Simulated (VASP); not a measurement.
# TiGe2As2 (P6/mmm) in VASP: single point with PBE

Aim: the single point of TiGe2As2 with PBE.

Everything below comes from runs of VASP 6.6.1. Logs are shortened: lines on timing, memory, paths and dates and some standing lists are left out, and cuts for length are marked.

### Step 1. The cell of the first run

Symmetry: P6/mmm, No. 191, hexagonal system. The conventional cell has a = 4.648 Å, b = 4.648 Å, c = 7.535 Å, α = 90.00°, β = 90.00°, γ = 120.00°. Within 3.3 Å of Ti (site symmetry 6/mmm) lie 2 Ge at 2.51 Å. Within 3.3 Å of Ge (site symmetry 6mm) lie 1 Ti at 2.51 Å and 1 Ge at 2.52 Å and 6 As at 2.96 Å. Within 3.5 Å of As (site symmetry -6m2) lie 3 As at 2.68 Å and 6 Ge at 2.96 Å.

### Step 2. Single point, PBE

INCAR reads:

```
  PREC = Accurate
  ENCUT = 520
  EDIFF = 1E-7
  ISMEAR = 0
  SIGMA = 0.1
  LREAL = F
  LASPH = T
  NELM = 100
  ALGO = Fast
  ISIF = 2
  LWAVE = F
  LCHARG = F
  GGA = PE
  NBANDS = 33
```

KPOINTS reads:

```
regular mesh
0
Gamma
  9 9 6
```

POSCAR reads:

```
TiGe2As2
1.0
    4.6479908053      0.0000000000      0.0000000000
   -2.3239954026      4.0252781139      0.0000000000
    0.0000000000      0.0000000000      7.5353168424
Ti Ge As
1 2 2
Direct
    0.0000000000      0.0000000000      0.0000000000
    0.0000000000      0.0000000000      0.3327679221
    0.0000000000      0.0000000000      0.6672320779
    0.3333333333      0.6666666667      0.5000000000
    0.6666666667      0.3333333333      0.5000000000
```

Potentials or basis: VASP PAW PBE potentials, release 64 (Ti_sv, Ge_d, As).

Run with:

```bash
$ cat potpaw_PBE.64/Ti_sv/POTCAR potpaw_PBE.64/Ge_d/POTCAR potpaw_PBE.64/As/POTCAR > POTCAR
$ mpirun -np 1 vasp_std > vasp.out
```

OUTCAR:

```text
PREC = Accurate
   ENCUT = 520
   EDIFF = 1E-7
   ISMEAR = 0
   LREAL = F
   LASPH = T
   NELM = 100
   ISIF = 2
   GGA = PE

 ion  position               nearest neighbor table
   1  0.000  0.000  0.000-   2 2.51   3 2.51
   2  0.000  0.000  0.333-   1 2.51   3 2.52
   3  0.000  0.000  0.667-   1 2.51   2 2.52
   4  0.333  0.667  0.500-   5 2.68   5 2.68   5 2.68
   5  0.667  0.333  0.500-   4 2.68   4 2.68   4 2.68

  LATTYP: Found a hexagonal cell.
 ALAT       =     4.6479908053
 C/A-ratio  =     1.6211987411

  Lattice vectors:

 A1 = (   4.6479908053,   0.0000000000,   0.0000000000)
 A2 = (  -2.3239954026,   4.0252781139,   0.0000000000)
 A3 = (   0.0000000000,   0.0000000000,   7.5353168424)

Analysis of symmetry for initial positions (statically):
=====================================================================
 Subroutine PRICEL returns:
 Original cell was already a primitive cell.

 Routine SETGRP: Setting up the symmetry group for a
 hexagonal supercell.

 Subroutine GETGRP returns: Found 24 space group operations
 (whereof 24 operations were pure point group operations)
 out of a pool of 24 trial point group operations.

The static configuration has the point symmetry D_6h.

Analysis of symmetry for dynamics (positions and initial velocities):
=====================================================================
 Subroutine PRICEL returns:
 Original cell was already a primitive cell.

 Routine SETGRP: Setting up the symmetry group for a
 hexagonal supercell.

 Subroutine GETGRP returns: Found 24 space group operations
 (whereof 24 operations were pure point group operations)
 out of a pool of 24 trial point group operations.

The dynamic configuration has the point symmetry D_6h.

 Subroutine INISYM returns: Found 24 space group operations
 (whereof 24 operations are pure point group operations),
 and found     1 'primitive' translations

----------------------------------------------------------------------------------------

                                     Primitive cell

  volume of cell :     140.9817

  direct lattice vectors                    reciprocal lattice vectors
     4.647990805  0.000000000  0.000000000     0.215146725  0.124215020  0.000000000
    -2.323995403  4.025278114  0.000000000     0.000000000  0.248430039  0.000000000
     0.000000000  0.000000000  7.535316842     0.000000000  0.000000000  0.132708421

  length of vectors
     4.647990805  4.647990805  7.535316842     0.248430039  0.248430039  0.132708421

  position of ions in fractional coordinates (direct lattice)
     0.000000000  0.000000000  0.000000000
     0.000000000  0.000000000  0.332767922
     0.000000000  0.000000000  0.667232078
     0.333333333  0.666666667  0.500000000
     0.666666667  0.333333333  0.500000000

  ion indices of the primitive-cell ions
   primitive index   ion index
                 1           1
                 2           2
                 3           3
                 4           4
                 5           5

----------------------------------------------------------------------------------------

 KPOINTS: regular mesh

Automatic generation of k-mesh.
 Grid dimensions read from file:
 generate k-points for:    9    9    6

 Generating k-lattice:

  Cartesian coordinates                     Fractional coordinates (reciprocal lattice)
     0.023905192  0.013801669  0.000000000     0.111111111 -0.000000000  0.000000000
     0.000000000  0.027603338  0.000000000     0.000000000  0.111111111  0.000000000
     0.000000000  0.000000000  0.022118070     0.000000000  0.000000000  0.166666667

  Length of vectors
     0.027603338  0.027603338  0.022118070

  Shift w.r.t. Gamma in fractional coordinates (k-lattice)
     0.000000000  0.000000000  0.000000000

 Subroutine IBZKPT returns following result:
 ===========================================

 Found     48 irreducible k-points:

 Following reciprocal coordinates:
            Coordinates               Weight
  0.000000  0.000000  0.000000      1.000000
  0.111111  0.000000  0.000000      6.000000
  0.222222 -0.000000  0.000000      6.000000
  0.333333  0.000000  0.000000      6.000000
  0.444444 -0.000000  0.000000      6.000000
  0.111111  0.111111  0.000000      6.000000
[... 16 lines left out ...]
  0.333333  0.222222  0.166667     24.000000
  0.333333  0.333333  0.166667      4.000000
 [... further k-points ...]
   k-points           NKPTS =     48   k-points in BZ     NKDIM =     48   number of bands    NBANDS=     33
   number of dos      NEDOS =    301   number of ions     NIONS =      5
   total plane-waves  NPLWV =  72576
   dimension x,y,z NGX =    36 NGY =   36 NGZ =   56
   dimension x,y,z NGXF=    72 NGYF=   72 NGZF=  112
   ions per type =               1   2   2
   NGX,Y,Z   is equivalent  to a cutoff of  12.88, 12.88, 12.35 a.u.
   NGXF,Y,Z  is equivalent  to a cutoff of  25.75, 25.75, 24.71 a.u.
 SYSTEM =  unknown system
   PREC   = accura    normal or accurate (medium, high low for compatibility)
   ISTART =      0    job   : 0-new  1-cont  2-samecut
   ICHARG =      2    charge: 1-file 2-atom 10-const
   ISPIN  =      1    spin polarized calculation?
   LNONCOLLINEAR =      F non collinear calculations
   LSORBIT =      F    spin-orbit coupling
   LASPH  =      T    aspherical Exc in radial PAW
   ENCUT  =  520.0 eV  38.22 Ry    6.18 a.u.   8.64  8.64 14.01*2*pi/ulx,y,z
   NELM   =    100;   NELMIN=  2; NELMDL= -5     # of ELM steps
   EDIFF  = 0.1E-06   stopping-criterion for ELM
   LREAL  =      F    real-space projection
   EDIFFG = 0.1E-05   stopping-criterion for IOM
   NSW    =      0    number of steps for IOM
   IBRION =     -1    ionic relax: 0-MD 1-quasi-New 2-CG
   NFREE  =      0    steps in history (QN), initial steepest desc. (CG)
   ISIF   =      2    stress and relaxation
   ISYM   =      2    0-nonsym 1-usesym 2-fastsym
   POTIM  = 0.5000    time-step for ionic-motion
   TEBEG  =    0.0;   TEEND  =   0.0 temperature during run
   PSTRESS=    0.0 pullay stress
   NELECT =      50.0000    total number of electrons
   NUPDOWN=      -1.0000    fix difference up-down
   EMIN   =  10.00;   EMAX   =-10.00  energy-range for DOS
   EFERMI =   0.00;   METHOD = LEGACY
   ISMEAR =     0;   SIGMA  =   0.10  broadening in eV -4-tet -1-fermi 0-gaus
   EFERMI_NEDOS =   21; number of points for ismear=-14 and -15
   IALGO  =     68    algorithm
   IMIX   =      4    mixing-type and parameters
     AMIX     =   0.40;   BMIX     =  1.00
     AMIX_MAG =   1.60;   BMIX_MAG =  1.00
  volume/ion in A,a.u.               =      28.20       190.28
  Fermi-wavevector in a.u.,A,eV,Ry     =   1.158806  2.189825 18.270319  1.342831
  Thomas-Fermi vector in A             =   2.295404
   LORBIT       =      0    0 simple, 1 ext, 2 COOP (PROOUT), +10 PAW based schemes
   GGA     = PE    functional components
   LHFCALC =     F    Hartree Fock is set to
   AEXX    =    0.0000 exact exchange contribution
   IVDW    =     0    specifies the selected vdW correction
   LEPSILON=     F    determine dielectric tensor
   LRPA    =     F    only Hartree local field effects (RPA)
 non-spin polarized calculation
 RMM-DIIS sequential band-by-band and
 Gauss-broadening in eV      SIGMA  =   0.10
  energy-cutoff  :      520.00
  volume of cell :      140.98
 maximum number of plane-waves:      3817
 NGX is ok and might be reduce to    36
   NGX = 17   NGY = 17   NGZ = 29

 number of electron      49.9999981 magnetization

 Free energy of the ion-electron system (eV)
  ---------------------------------------------------
  ext. energy  EPLUGINS =         0.00000000
  ---------------------------------------------------
  free energy    TOTEN  =       -21.05839934 eV

  energy without entropy =      -21.01077113  energy(sigma->0) =      -21.03458523

 E-fermi :   3.4136     XC(G=0):  -8.8424

 val. band max:        3.4105796198   @ k =   0.2222   0.1111   0.1667
 cond. band min:       3.4176557457   @ k =   0.3333   0.2222   0.1667
 fundamental gap:      0.0070761259
 Fermi energy:         3.4136133151

 k-point     1 :       0.0000    0.0000    0.0000
  band No.  band energies     occupation
      1     -54.2766      2.00000
      2     -30.7146      2.00000
      3     -30.7146      2.00000
      4     -30.2250      2.00000
      5     -21.3515      2.00000
      6     -21.3134      2.00000
[... 25 lines left out ...]
     32       5.8627      0.00000
     33       6.6131      0.00000

 k-point     2 :       0.1111    0.0000    0.0000
  band No.  band energies     occupation
      1     -54.2766      2.00000
      2     -30.7148      2.00000
      3     -30.7147      2.00000
      4     -30.2249      2.00000
      5     -21.3515      2.00000
      6     -21.3134      2.00000
[... 25 lines left out ...]
     32       5.8922      0.00000
     33       6.9128      0.00000

 k-point     3 :       0.2222   -0.0000    0.0000
  band No.  band energies     occupation
      1     -54.2765      2.00000
      2     -30.7153      2.00000
      3     -30.7148      2.00000
      4     -30.2249      2.00000
      5     -21.3513      2.00000
      6     -21.3136      2.00000
[... 25 lines left out ...]
     32       6.1636      0.00000
     33       7.0097      0.00000

 k-point     4 :       0.3333    0.0000    0.0000
  band No.  band energies     occupation
      1     -54.2765      2.00000
      2     -30.7159      2.00000
      3     -30.7150      2.00000
      4     -30.2248      2.00000
      5     -21.3511      2.00000
      6     -21.3137      2.00000
[... 673 lines left out ...]
     32       5.8577      0.00000
     33       6.2442      0.00000

 k-point    23 :       0.3333    0.2222    0.1667
  band No.  band energies     occupation
      1     -54.2765      2.00000
      2     -30.7161      2.00000
      3     -30.7155      2.00000
      4     -30.2248      2.00000
      5     -21.3485      2.00000
      6     -21.3133      2.00000
[... 25 lines left out ...]
     32       6.0569      0.00000
     33       6.8208      0.00000

 k-point    24 :       0.3333    0.3333    0.1667
  band No.  band energies     occupation
      1     -54.2765      2.00000
      2     -30.7158      2.00000
      3     -30.7158      2.00000
      4     -30.2248      2.00000
      5     -21.3484      2.00000
      6     -21.3128      2.00000
[... 25 lines left out ...]
     32       6.1202      0.00000
     33       7.5390      0.00000

 [... further k-points ...]

------------------------ aborting loop because EDIFF is reached ----------------------------------------

  FORCE on cell =-STRESS in cart. coord.  units (eV):
  Direction    XX          YY          ZZ          XY          YZ          ZX
  --------------------------------------------------------------------------------------
  -------------------------------------------------------------------------------------
  Total        0.0231581      0.0231581      0.0956828      0.0000000     -0.0000000      0.0000000
  in kB        0.2631789      0.2631789      1.0873814      0.0000000     -0.0000000      0.0000000
  external PRESSURE =       0.5379130 kB  Pullay stress =       0.0000000 kB

 VOLUME and BASIS-vectors are now :
 -----------------------------------------------------------------------------
  energy-cutoff  :      520.00
  volume of cell :      140.98
      direct lattice vectors                 reciprocal lattice vectors
     4.647990805  0.000000000  0.000000000     0.215146725  0.124215020  0.000000000
    -2.323995403  4.025278114  0.000000000     0.000000000  0.248430039  0.000000000
     0.000000000  0.000000000  7.535316842     0.000000000  0.000000000  0.132708421

 POSITION                                       TOTAL-FORCE (eV/Angst)
 -----------------------------------------------------------------------------------
      0.00000      0.00000      0.00000         0.000000     -0.000000      0.000000
      0.00000      0.00000      2.50751         0.000000     -0.000000      0.008004
      0.00000      0.00000      5.02781        -0.000000      0.000000     -0.008004
     -0.00000      2.68352      3.76766         0.000000     -0.000000     -0.000000
      2.32400      1.34176      3.76766        -0.000000     -0.000000      0.000000
 -----------------------------------------------------------------------------------
    total drift:                               -0.000000     -0.000000      0.000000

  FREE ENERGIE OF THE ION-ELECTRON SYSTEM (eV)
  ---------------------------------------------------
  free  energy   TOTEN  =       -21.0583993369 eV

  energy  without entropy=      -21.0107711274  energy(sigma->0) =      -21.03458523
```

Run time: 27 min. Hardware: 1 thread of Intel Xeon Platinum 8175M at 2.50GHz (Skylake/Cascade Lake), shared host; peak memory 0.41 GiB.

What came out:

- Free energy: -21.0584 eV
- Pressure: 0.1 GPa
- Largest force: 0.008 eV/Å
- Band gap on the k mesh: zero (bands 25 and 26 overlap by 0.63 eV)

Forces in eV/Å, atoms in the order of the input:
```
Ti   0.000  0.000  0.000
Ge   0.000  0.000  0.008
Ge   0.000  0.000 -0.008
As   0.000  0.000  0.000
As   0.000  0.000  0.000
```

Stress tensor (GPa, compression positive):
```
0.03 0.00 0.00
0.00 0.03 0.00
0.00 0.00 0.11
```
